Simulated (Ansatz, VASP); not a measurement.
# La2O3: VASP beside Ansatz

```
CELL_PARAMETERS angstrom
6.34925 0.00000 0.00000
-3.17462 5.49861 0.00000
0.00000 0.00000 3.34319
ATOMIC_POSITIONS crystal
La 0.66667 0.33333 0.50000
La 0.33333 0.66667 0.50000
O 0.50801 0.00000 0.00000
O 0.00000 0.50801 0.00000
O 0.49199 0.49199 0.00000
```

Change from the starting cell: volume scaled by 1.04.

Alike in both runs: task single point; functional LDA; k mesh 5 × 5 × 8; occupations fermi-dirac, width 0.05 eV; no spin polarisation.

```csv
,VASP,Ansatz
version,VASP 6.6.1,Ansatz 0.2.0
potentials or method,"VASP PAW LDA potentials, release 64 (La, O), cutoff 520 eV","all-electron LAPW, scalar-relativistic"
```

|  | VASP | Ansatz | Ansatz less VASP |
| --- | --- | --- | --- |
| gap on the k mesh at the Fermi level (eV) | 1.58 | 1.58 | +0.002 |
| least direct gap on the mesh (eV) | 1.98 | 1.99 | +0.003 |
| pressure (GPa) | -6.6 | -6.6 | +0.05 |
| traceless stress, the component that is largest in VASP (GPa) | -4.24 | -4.26 | -0.019 |
| rms of the force components (eV/Å) | 0.041 | 0.041 | 0.0000 |

LDA's correlation is that of Perdew and Zunger in VASP and of Perdew and Wang (1992) in Ansatz. Atom by atom the forces differ by 0.000 eV/Å (rms over components). Ansatz ran all-electron here, and VASP with PAW potentials.

Neither program's run includes spin-orbit coupling.
